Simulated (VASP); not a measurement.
Runs of VASP 6.6.1 on ZrSiO. The structure is that of space group P4/nmm (No. 129), or close to it. The cells are those of the table. 

| cell | gap on the mesh (eV) | pressure (GPa) | largest force (eV/Å) |
| --- | --- | --- | --- |
| a = 3.364, b = 3.364, c = 7.449 Å, 6 atoms | none | (a) | 0.31 |
| a = 3.229, b = 3.229, c = 7.150 Å, 6 atoms | none | 9.9 | 0.28 |
| a = 3.181, b = 3.181, c = 7.045 Å, 6 atoms | none | 21.2 | 0.41 |
| a = 3.448, b = 3.448, c = 7.635 Å, 6 atoms | none | (b) | 0.50 |
| a = 3.406, b = 3.406, c = 7.543 Å, 6 atoms | none | -17.2 | 0.40 |

Alike in all rows: task single point; level PBEsol; potentials or basis VASP PAW PBE potentials, release 64 (Zr_sv, Si, O); no spin polarisation; k mesh 7 × 7 × 3; cutoff (eV) 520; smearing fermi-dirac 0.1 eV.

Q: Estimate the missing entries.

A: (a) -12.4; (b) -20.9.

Caveats: the PAW data sets were made with another functional, which shifts forces and pressure a little; the cell stands under tension (at least some runs); the cell stands under pressure (at least some runs).

A k mesh can miss the band edges, and the runs leave out spin-orbit coupling on Zr.

A gap of «none» marks levels without a gap at the run's occupations.
